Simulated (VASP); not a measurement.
Wanted: the native input for a VASP 6.6.1 run.

```yaml
Task: relaxation of cell and atoms
Functional: LDA
Potentials_or_basis: VASP PAW LDA potentials, release 64 (Ba_sv, Al, Ge_d)
Cutoff: 500 eV
k_mesh: 5 × 5 × 4
Occupations: methfessel-paxton, width 0.05 eV
Spin: no spin polarisation
Dipole_correction: no
Further_INCAR_settings: ALGO = Normal; EDIFF = 1e-07; IBRION = 2; EDIFFG = -0.03; NSW = 80; ISIF = 3
```

The structure of BaAlGe lies in POSCAR:

```
BaAlGe
1.0
    4.3526200000      0.0000000000      0.0000000000
   -2.1763100000      3.7694794930      0.0000000000
    0.0000000000      0.0000000000      5.2277700000
Ba Al Ge
1 1 1
Direct
    0.0000000000      0.0000000000      0.0000000000
    0.6666666667      0.3333333333      0.5000000000
    0.3333333333      0.6666666667      0.5000000000
```

One way to write it, as run:

INCAR

```
SYSTEM = BaAlGe
ALGO = Normal
EDIFF = 1E-7
EDIFFG = -0.03
ENCUT = 500
GGA = CA
GGA_COMPAT = .False.
IBRION = 2
ISIF = 3
ISMEAR = 1
LASPH = .True.
LCHARG = .False.
LREAL = .False.
LWAVE = .False.
NELM = 120
NELMIN = 4
NSW = 80
PREC = Accurate
SIGMA = 0.05
```

KPOINTS

```
k-points
0
Gamma
  5 5 4
  0 0 0
```

Potentials or basis: VASP PAW LDA potentials, release 64 (Ba_sv, Al, Ge_d).

The run is started by

```console
$ cat potpaw_LDA.64/Ba_sv/POTCAR potpaw_LDA.64/Al/POTCAR potpaw_LDA.64/Ge_d/POTCAR > POTCAR
$ mpirun -np 1 vasp_std > vasp.out
```

It gave:

The relaxed volume is 26.75 Å³/atom and the relaxed cell is a = 4.303 Å, b = 4.303 Å, c = 5.006 Å, α = 90.00°, β = 90.00°, γ = 120.00°. The space group after relaxing (to 0.1 Å) is P-6m2 (No. 187) and the energy gained by relaxing is 19.0 meV/atom. The ionic steps are 5. The pressure after relaxing is 0.0 GPa and the band gap on the k mesh is zero (an odd number of electrons rules out a gap without spin polarisation).

Caveat: spin-orbit coupling is left out, which moves the levels of the heavy elements.

Wall time 38 s on 1 thread of Intel(R) Xeon(R) 6975P-C (Granite Rapids) (shared host), peak memory 0.18 GiB.
